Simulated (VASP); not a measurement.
Runs of VASP 6.6.1 on O. The structure is that of space group P4/mmm (No. 123), or close to it. The cells are those of the table. 

```tsv
cell	gap on the mesh (eV)	pressure (GPa)
a = 1.781, b = 1.781, c = 3.063 Å, 1 atom	none	-2.6
a = 1.764, b = 1.764, c = 3.033 Å, 1 atom	none	1.7
a = 1.745, b = 1.745, c = 3.001 Å, 1 atom	none	(b)
a = 1.816, b = 1.816, c = 3.123 Å, 1 atom	none	-9.4
a = 1.799, b = 1.799, c = 3.093 Å, 1 atom	none	(a)
```

Alike in all rows: task single point; level r2SCAN; potentials or basis VASP PAW PBE potentials, release 64 (O); no spin polarisation; k mesh 13 × 13 × 8; cutoff (eV) 660; smearing fermi-dirac 0.1 eV.

Q: Fill in the values left out.

A: (a) -6.2; (b) 6.7.

Caveats: the PAW data sets were made with another functional, which shifts forces and pressure a little; the stress differs along the axes, from 1 to 10 GPa (at least some runs); the stress differs along the axes, from -14 to -1 GPa (at least some runs); the stress differs along the axes, from -9 to -0 GPa (at least some runs).

A gap of «none» marks levels without a gap at the run's occupations.
